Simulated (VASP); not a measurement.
Write the native input for VASP 6.6.1 that does the following.

| Item | Value |
| --- | --- |
| Task | electric field gradients |
| Functional | PBE |
| Potentials or basis | VASP PAW PBE potentials, release 64 (Ba_sv, S) |
| Cutoff | 520 eV |
| k mesh | 8 × 8 × 8 |
| Occupations | fermi-dirac, width 0.02 eV |
| Spin | no spin polarisation |
| Dipole correction | no |
| Further INCAR settings | ALGO = Normal; EDIFF = 1e-08; NBANDS = 15 |

The structure of BaS lies in POSCAR:

```
BaS
1.0
    0.0000000000      3.1505859250      3.1505859250
    3.1505859250      0.0000000000      3.1505859250
    3.1505859250      3.1505859250      0.0000000000
Ba S
1 1
Direct
    0.0000000000      0.0000000000      0.0000000000
    0.5000000000      0.5000000000      0.5000000000
```

This cell differs from its parent crystal: volume scaled by 0.96.

One way to write it, as run:

INCAR

```
PREC     = Accurate       # precision mode
ENCUT    = 520            # plane-wave cutoff, eV
EDIFF    = 1E-8           # SCF threshold, eV
ISMEAR   = -1             # smearing method
SIGMA    = 0.02           # smearing width, eV
LREAL    = False          # projectors in reciprocal space
LASPH    = True           # aspherical terms in the spheres
NELM     = 80             # most SCF steps
ALGO     = Normal         # electronic algorithm
ISIF     = 2              # what is computed and relaxed
LWAVE    = False          # write WAVECAR
LCHARG   = False          # write CHGCAR
GGA      = PE             # functional
LEFG     = True         
NBANDS   = 15             # bands
```

KPOINTS

```
regular mesh
0
Gamma
  8 8 8
```

Potentials or basis: VASP PAW PBE potentials, release 64 (Ba_sv, S).

Command:

```bash
$ cat potpaw_PBE.64/Ba_sv/POTCAR potpaw_PBE.64/S/POTCAR > POTCAR
$ mpirun -np 1 vasp_std > vasp.out
```

It gave:

```json
{
  "Pressure": "3.6 GPa",
  "Band gap on the k mesh": "2.03 eV, indirect (least direct gap 2.15 eV)"
}
```

Caveat: without QUAD_EFG the Cq values of the log hold for a quadrupole moment of 1 mb, not for the nuclei; spin-orbit coupling is left out, which moves the levels of the heavy elements.

It took 27 s on 1 thread of AMD EPYC 7R13 Processor (Zen 3), with other jobs on the host, peak memory 0.18 GiB.
